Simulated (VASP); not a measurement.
# Ti11BiO24 (a cell with a defect) in VASP: electric field gradients with RPBE

Aim: the electric field gradients of Ti11BiO24 (a cell with a defect) with RPBE.

Everything below comes from runs of VASP 6.6.1. Logs are shortened: lines on timing, memory, paths and dates and some standing lists are left out, and cuts for length are marked.

## (1) The cell of the first run

The cell holds a defect, 36 atoms: a = 6.494 Å, b = 6.494 Å, c = 8.872 Å, α = 90.00°, β = 90.00°, γ = 90.00°.

## (2) Electric field gradients, RPBE

Input file INCAR:

```
SYSTEM = Ti11BiO24
PREC     = Accurate       ! precision mode
ENCUT    = 520            ! plane-wave cutoff, eV
EDIFF    = 1E-8           ! SCF threshold, eV
ISMEAR   = -1             ! smearing method
SIGMA    = 0.01           ! smearing width, eV
LREAL    = .FALSE.        ! projectors in reciprocal space
LASPH    = .TRUE.         ! aspherical terms in the spheres
NELM     = 120            ! most SCF steps
ALGO     = Normal         ! electronic algorithm
ISIF     = 2              ! what is computed and relaxed
LWAVE    = .FALSE.        ! write WAVECAR
LCHARG   = .FALSE.        ! write CHGCAR
GGA      = RP             ! functional
LEFG     = .TRUE.       
NELECT   = 292.0        
NBANDS   = 170            ! bands
GGA_COMPAT= .FALSE.
```

Input file KPOINTS:

```
regular mesh
0
G
  3 3 2
  0 0 0
```

Input file POSCAR:

```
Ti11BiO24
1.0
    4.5922000000      4.5922000000      0.0000000000
   -4.5922000000      4.5922000000      0.0000000000
    0.0000000000      0.0000000000      8.8722000000
Bi Ti O
1 11 24
Direct
    0.0000000000      0.0000000000      0.0000000000
    0.0000000000      0.0000000000      0.3333333333
    0.0000000000      0.0000000000      0.6666666667
    0.5000000000      0.5000000000      0.0000000000
    0.5000000000      0.5000000000      0.3333333333
    0.5000000000      0.5000000000      0.6666666667
    0.5000000000      0.0000000000      0.1666666667
    0.5000000000      0.0000000000      0.5000000000
    0.5000000000      0.0000000000      0.8333333333
    0.0000000000      0.5000000000      0.1666666667
    0.0000000000      0.5000000000      0.5000000000
    0.0000000000      0.5000000000      0.8333333333
    0.3049600000      0.0000000000      0.0000000000
    0.3049600000      0.0000000000      0.3333333333
    0.3049600000      0.0000000000      0.6666666667
    0.8049600000      0.5000000000      0.0000000000
    0.8049600000      0.5000000000      0.3333333333
    0.8049600000      0.5000000000      0.6666666667
    0.5000000000      0.3049600000      0.1666666667
    0.5000000000      0.3049600000      0.5000000000
    0.5000000000      0.3049600000      0.8333333333
    0.0000000000      0.8049600000      0.1666666667
    0.0000000000      0.8049600000      0.5000000000
    0.0000000000      0.8049600000      0.8333333333
    0.6950400000      0.0000000000      0.0000000000
    0.6950400000      0.0000000000      0.3333333333
    0.6950400000      0.0000000000      0.6666666667
    0.1950400000      0.5000000000      0.0000000000
    0.1950400000      0.5000000000      0.3333333333
    0.1950400000      0.5000000000      0.6666666667
    0.5000000000      0.6950400000      0.1666666667
    0.5000000000      0.6950400000      0.5000000000
    0.5000000000      0.6950400000      0.8333333333
    0.0000000000      0.1950400000      0.1666666667
    0.0000000000      0.1950400000      0.5000000000
    0.0000000000      0.1950400000      0.8333333333
```

Potentials or basis: VASP PAW PBE potentials, release 64 (Bi_d, Ti_sv, O).

On the command line:

```bash
$ cat potpaw_PBE.64/Bi_d/POTCAR potpaw_PBE.64/Ti_sv/POTCAR potpaw_PBE.64/O/POTCAR > POTCAR
$ mpirun -np 1 vasp_std > vasp.out
```

OUTCAR:

```text
SYSTEM = Ti11BiO24
   PREC = Accurate
   ENCUT = 520
   EDIFF = 1E-8
   ISMEAR = -1
   LREAL = .FALSE.
   LASPH = .TRUE.
   NELM = 120
   ISIF = 2
   GGA = RP
   NELECT = 292.0

 ion  position               nearest neighbor table
   1  0.000  0.000  0.000-  22 1.95  24 1.95  34 1.95  36 1.95  13 1.98  25 1.98   2 2.96   3 2.96

   2  0.000  0.000  0.333-  22 1.95  34 1.95  23 1.95  35 1.95  14 1.98  26 1.98   1 2.96
   3  0.000  0.000  0.667-  24 1.95  36 1.95  35 1.95  23 1.95  15 1.98  27 1.98   1 2.96
   4  0.500  0.500  0.000-  19 1.95  21 1.95  31 1.95  33 1.95  16 1.98  28 1.98
   5  0.500  0.500  0.333-  19 1.95  31 1.95  20 1.95  32 1.95  17 1.98  29 1.98
   6  0.500  0.500  0.667-  21 1.95  33 1.95  32 1.95  20 1.95  18 1.98  30 1.98
   7  0.500  0.000  0.167-  14 1.95  26 1.95  25 1.95  13 1.95  19 1.98  31 1.98
   8  0.500  0.000  0.500-  14 1.95  15 1.95  26 1.95  27 1.95  20 1.98  32 1.98
   9  0.500  0.000  0.833-  15 1.95  27 1.95  25 1.95  13 1.95  21 1.98  33 1.98
  10  0.000  0.500  0.167-  17 1.95  29 1.95  28 1.95  16 1.95  22 1.98  34 1.98
  11  0.000  0.500  0.500-  17 1.95  18 1.95  29 1.95  30 1.95  23 1.98  35 1.98
  12  0.000  0.500  0.833-  18 1.95  30 1.95  28 1.95  16 1.95  24 1.98  36 1.98
  13  0.305  0.000  0.000-   7 1.95   9 1.95   1 1.98
  14  0.305  0.000  0.333-   7 1.95   8 1.95   2 1.98
  15  0.305  0.000  0.667-   9 1.95   8 1.95   3 1.98
  16  0.805  0.500  0.000-  10 1.95  12 1.95   4 1.98
  17  0.805  0.500  0.333-  10 1.95  11 1.95   5 1.98
  18  0.805  0.500  0.667-  12 1.95  11 1.95   6 1.98
[... 16 lines left out ...]
  35  0.000  0.195  0.500-   2 1.95   3 1.95  11 1.98
  36  0.000  0.195  0.833-   3 1.95   1 1.95  12 1.98

  LATTYP: Found a simple tetragonal cell.
 ALAT       =     6.4943515211
 C/A-ratio  =     1.3661410183

  Lattice vectors:

 A1 = (   4.5922000000,   4.5922000000,   0.0000000000)
 A2 = (  -4.5922000000,   4.5922000000,   0.0000000000)
 A3 = (   0.0000000000,   0.0000000000,   8.8722000000)

Analysis of symmetry for initial positions (statically):
=====================================================================
 Subroutine PRICEL returns:
 Original cell was already a primitive cell.

 Routine SETGRP: Setting up the symmetry group for a
 simple tetragonal supercell.

 Subroutine GETGRP returns: Found  8 space group operations
 (whereof  8 operations were pure point group operations)
 out of a pool of 16 trial point group operations.

The static configuration has the point symmetry D_2h.

Analysis of symmetry for dynamics (positions and initial velocities):
=====================================================================
 Subroutine PRICEL returns:
 Original cell was already a primitive cell.

 Routine SETGRP: Setting up the symmetry group for a
 simple tetragonal supercell.

 Subroutine GETGRP returns: Found  8 space group operations
 (whereof  8 operations were pure point group operations)
 out of a pool of 16 trial point group operations.

The dynamic configuration has the point symmetry D_2h.

 Subroutine INISYM returns: Found  8 space group operations
 (whereof  8 operations are pure point group operations),
 and found     1 'primitive' translations

----------------------------------------------------------------------------------------

                                     Primitive cell

  volume of cell :     374.1992

  direct lattice vectors                    reciprocal lattice vectors
     4.592200000  4.592200000  0.000000000     0.108880275  0.108880275  0.000000000
    -4.592200000  4.592200000  0.000000000    -0.108880275  0.108880275  0.000000000
     0.000000000  0.000000000  8.872200000     0.000000000  0.000000000  0.112711616

  length of vectors
     6.494351521  6.494351521  8.872200000     0.153979962  0.153979962  0.112711616

[... 129 lines left out ...]
   ENCUT  =  520.0 eV  38.22 Ry    6.18 a.u.  12.08 12.08 16.50*2*pi/ulx,y,z
   NELM   =    120;   NELMIN=  2; NELMDL= -5     # of ELM steps
   EDIFF  = 0.1E-07   stopping-criterion for ELM
   LREAL  =      F    real-space projection
   EDIFFG = 0.1E-06   stopping-criterion for IOM
   NSW    =      0    number of steps for IOM
   IBRION =     -1    ionic relax: 0-MD 1-quasi-New 2-CG
   NFREE  =      0    steps in history (QN), initial steepest desc. (CG)
   ISIF   =      2    stress and relaxation
   ISYM   =      2    0-nonsym 1-usesym 2-fastsym
   POTIM  = 0.5000    time-step for ionic-motion
   TEBEG  =    0.0;   TEEND  =   0.0 temperature during run
   PSTRESS=    0.0 pullay stress
   NELECT =     292.0000    total number of electrons
   NUPDOWN=      -1.0000    fix difference up-down
   EMIN   =  10.00;   EMAX   =-10.00  energy-range for DOS
   EFERMI =   0.00;   METHOD = LEGACY
   ISMEAR =    -1;   SIGMA  =   0.01  broadening in eV -4-tet -1-fermi 0-gaus
   EFERMI_NEDOS =   21; number of points for ismear=-14 and -15
   IALGO  =     38    algorithm
   IMIX   =      4    mixing-type and parameters
     AMIX     =   0.40;   BMIX     =  1.00
     AMIX_MAG =   1.60;   BMIX_MAG =  1.00
  volume/ion in A,a.u.               =      10.39        70.15
  Fermi-wavevector in a.u.,A,eV,Ry     =   1.507190  2.848177 30.907310  2.271623
  Thomas-Fermi vector in A             =   2.617809
   LORBIT       =      0    0 simple, 1 ext, 2 COOP (PROOUT), +10 PAW based schemes
   GGA     = RP    functional components
   LHFCALC =     F    Hartree Fock is set to
   AEXX    =    0.0000 exact exchange contribution
   IVDW    =     0    specifies the selected vdW correction
   LEPSILON=     F    determine dielectric tensor
   LRPA    =     F    only Hartree local field effects (RPA)
 non-spin polarized calculation
  energy-cutoff  :      520.00
  volume of cell :      374.20
 maximum number of plane-waves:     10086
   NGX = 25   NGY = 25   NGZ = 33

 number of electron     291.9999979 magnetization

 Free energy of the ion-electron system (eV)
  ---------------------------------------------------
  ext. energy  EPLUGINS =         0.00000000
  ---------------------------------------------------
  free energy    TOTEN  =      -284.86391114 eV

  energy without entropy =     -284.85708826  energy(sigma->0) =     -284.86049970

 E-fermi :   7.6002     XC(G=0): -11.2760

 val. band max:        7.5925285344   @ k =   0.0000   0.3333   0.0000
 cond. band min:       7.6065260793   @ k =   0.3333   0.0000   0.0000
 fundamental gap:      0.0139975450
 Fermi energy:         7.6002494607

 k-point     1 :       0.0000    0.0000    0.0000
  band No.  band energies     occupation
      1     -51.4861      2.00000
      2     -51.3629      2.00000
      3     -51.3338      2.00000
      4     -51.3333      2.00000
      5     -51.3270      2.00000
      6     -51.3181      2.00000
[... 1277 lines left out ...]
    157       8.3807      0.00000
    158       8.4339      0.00000
 [bands above 158 left out]

------------------------ aborting loop because EDIFF is reached ----------------------------------------

  FORCE on cell =-STRESS in cart. coord.  units (eV):
  Direction    XX          YY          ZZ          XY          YZ          ZX
  --------------------------------------------------------------------------------------
  -------------------------------------------------------------------------------------
  Total       57.3580455     57.3580455     67.6762060      1.2989726      0.0000000      0.0000000
  in kB      245.5851030    245.5851030    289.7635000      5.5617014      0.0000000      0.0000000
  external PRESSURE =     260.3112353 kB  Pullay stress =       0.0000000 kB

 VOLUME and BASIS-vectors are now :
 -----------------------------------------------------------------------------
  energy-cutoff  :      520.00
  volume of cell :      374.20
      direct lattice vectors                 reciprocal lattice vectors
     4.592200000  4.592200000  0.000000000     0.108880275  0.108880275  0.000000000
    -4.592200000  4.592200000  0.000000000    -0.108880275  0.108880275  0.000000000
     0.000000000  0.000000000  8.872200000     0.000000000  0.000000000  0.112711616

 POSITION                                       TOTAL-FORCE (eV/Angst)
 -----------------------------------------------------------------------------------
      0.00000      0.00000      0.00000         0.000000     -0.000000      0.000000
      0.00000      0.00000      2.95740         0.000000     -0.000000      1.877110
      0.00000      0.00000      5.91480         0.000000     -0.000000     -1.877110
      0.00000      4.59220      0.00000         0.000000     -0.000000      0.000000
      0.00000      4.59220      2.95740         0.000000     -0.000000      0.037323
      0.00000      4.59220      5.91480         0.000000     -0.000000     -0.037323
[... 28 lines left out ...]
     -0.89566      0.89566      4.43610        -0.349299      0.349299      0.000000
     -0.89566      0.89566      7.39350        -2.009776      2.009776     -3.121801
 -----------------------------------------------------------------------------------
    total drift:                               -0.000000      0.000000     -0.000000

  FREE ENERGIE OF THE ION-ELECTRON SYSTEM (eV)
  ---------------------------------------------------
  free  energy   TOTEN  =      -284.8639111391 eV

  energy  without entropy=     -284.8570882603  energy(sigma->0) =     -284.86049970

 Electric field gradients (V/A^2)
---------------------------------------------------------------------
 ion       V_xx      V_yy      V_zz      V_xy      V_xz      V_yz
---------------------------------------------------------------------
   1      69.858    69.858  -139.716    42.249    -0.000    -0.000
   2      16.938    16.938   -33.876     8.968     0.000    -0.000
   3      16.938    16.938   -33.876     8.968     0.000    -0.000
   4       7.905     7.905   -15.809     6.418    -0.000     0.000
   5       8.657     8.657   -17.314     5.509    -0.000     0.000
   6       8.657     8.657   -17.314     5.509    -0.000     0.000
[... 28 lines left out ...]
  35      -1.131    -1.131     2.262   -19.775     0.000    -0.000
  36     -14.640   -14.640    29.281   -38.737    23.674   -23.674
---------------------------------------------------------------------

 Electric field gradients after diagonalization (V/A^2)
 (convention: |V_zz| > |V_xx| > |V_yy|)
----------------------------------------------------------------------
 ion       V_xx      V_yy      V_zz     asymmetry (V_yy - V_xx)/ V_zz
----------------------------------------------------------------------
   1     112.107    27.609  -139.716       0.605
   2      25.906     7.970   -33.876       0.529
   3      25.906     7.970   -33.876       0.529
   4      14.323     1.486   -15.809       0.812
   5      14.166     3.148   -17.314       0.636
   6      14.166     3.148   -17.314       0.636
[... 28 lines left out ...]
  35      18.644     2.262   -20.906       0.784
  36     -53.378    -6.891    60.269       0.771
----------------------------------------------------------------------

           NMR quadrupolar parameters

 Cq : quadrupolar parameter    Cq=e*Q*V_zz/h
 eta: asymmetry parameters     (V_yy - V_xx)/ V_zz
 Q  : nuclear electric quadrupole moment in mb (millibarn)
----------------------------------------------------------------------
 ion       Cq(MHz)       eta       Q (mb)
----------------------------------------------------------------------
   1      -0.338       0.605       1.000
   2      -0.082       0.529       1.000
   3      -0.082       0.529       1.000
   4      -0.038       0.812       1.000
   5      -0.042       0.636       1.000
   6      -0.042       0.636       1.000
[... 28 lines left out ...]
  35      -0.051       0.784       1.000
  36       0.146       0.771       1.000
----------------------------------------------------------------------
```

Run time: 39 min. Hardware: 1 thread of Intel Xeon 8259CL, shared host; peak memory 0.62 GiB.

Results:

* Free energy: -284.8639 eV
* Largest force: 4.222 eV/Å
* Largest electric field gradient by atom: Bi -139.7; Ti -33.9, -15.8, -17.3, -24.8, -19.2, -29.5, -21.0 (each value once); O +66.2, -23.1, +21.1, -22.5, +22.9, +23.9, +60.3, -20.9 (each value once) V/Å²

Forces on the atoms (eV/Å):
```
Bi   0.000  0.000  0.000
Ti   0.000  0.000  1.877
Ti   0.000  0.000 -1.877
Ti   0.000  0.000  0.000
Ti   0.000  0.000  0.037
Ti   0.000  0.000 -0.037
Ti   0.000  0.000  0.400
Ti   0.000  0.000  0.000
Ti   0.000  0.000 -0.400
Ti   0.000  0.000  0.220
Ti   0.000  0.000  0.000
Ti   0.000  0.000 -0.220
O    2.031  2.031  0.000
O   -0.229 -0.229  0.042
O   -0.229 -0.229 -0.042
O   -0.276 -0.276  0.000
O   -0.243 -0.243 -0.058
O   -0.243 -0.243  0.058
O    0.256 -0.256 -0.023
O    0.249 -0.249  0.000
O    0.256 -0.256  0.023
O    2.010 -2.010  3.122
O    0.349 -0.349  0.000
O    2.010 -2.010 -3.122
O   -2.031 -2.031  0.000
O    0.229  0.229  0.042
O    0.229  0.229 -0.042
O    0.276  0.276  0.000
O    0.243  0.243 -0.058
O    0.243  0.243  0.058
O   -0.256  0.256 -0.023
O   -0.249  0.249  0.000
O   -0.256  0.256  0.023
O   -2.010  2.010  3.122
O   -0.349  0.349  0.000
O   -2.010  2.010 -3.122
```

Electric field gradients, principal values (V/Å²):
| atom | least | middle | greatest (by size) |
| --- | --- | --- | --- |
| 1 Bi | 27.609 | 112.107 | -139.716 |
| 2 Ti | 7.970 | 25.906 | -33.876 |
| 3 Ti | 7.970 | 25.906 | -33.876 |
| 4 Ti | 1.486 | 14.323 | -15.809 |
| 5 Ti | 3.148 | 14.166 | -17.314 |
| 6 Ti | 3.148 | 14.166 | -17.314 |
| 7 Ti | 1.014 | 23.764 | -24.778 |
| 8 Ti | 6.214 | 13.008 | -19.222 |
| 9 Ti | 1.014 | 23.764 | -24.778 |
| 10 Ti | 10.331 | 19.205 | -29.536 |
| 11 Ti | 6.278 | 14.751 | -21.029 |
| 12 Ti | 10.331 | 19.205 | -29.536 |
| 13 O | -15.259 | -50.932 | 66.191 |
| 14 O | 2.022 | 21.071 | -23.093 |
| 15 O | 2.022 | 21.071 | -23.093 |
| 16 O | -2.094 | -19.027 | 21.121 |
| 17 O | 0.228 | 22.294 | -22.522 |
| 18 O | 0.228 | 22.294 | -22.522 |
| 19 O | -0.754 | -22.126 | 22.880 |
| 20 O | -0.453 | -23.482 | 23.935 |
| 21 O | -0.754 | -22.126 | 22.880 |
| 22 O | -6.891 | -53.378 | 60.269 |
| 23 O | 2.262 | 18.644 | -20.906 |
| 24 O | -6.891 | -53.378 | 60.269 |
| 25 O | -15.259 | -50.932 | 66.191 |
| 26 O | 2.022 | 21.071 | -23.093 |
| 27 O | 2.022 | 21.071 | -23.093 |
| 28 O | -2.094 | -19.027 | 21.121 |
| 29 O | 0.228 | 22.294 | -22.522 |
| 30 O | 0.228 | 22.294 | -22.522 |
| 31 O | -0.754 | -22.126 | 22.880 |
| 32 O | -0.453 | -23.482 | 23.935 |
| 33 O | -0.754 | -22.126 | 22.880 |
| 34 O | -6.891 | -53.378 | 60.269 |
| 35 O | 2.262 | 18.644 | -20.906 |
| 36 O | -6.891 | -53.378 | 60.269 |

Caveat: the cell carries a net charge on a neutralising background, which shifts energy and pressure; the cell is charged against a uniform background, so pressure and absolute levels hang on convention; without QUAD_EFG the Cq values of the log hold for a quadrupole moment of 1 mb, not for the nuclei; the PAW data sets were made with another functional, which shifts forces and pressure a little; spin-orbit coupling is left out, which moves the levels of the heavy elements; semilocal functionals often make such compounds metallic where correlation or magnetic order opens a gap, which also shifts bond lengths.
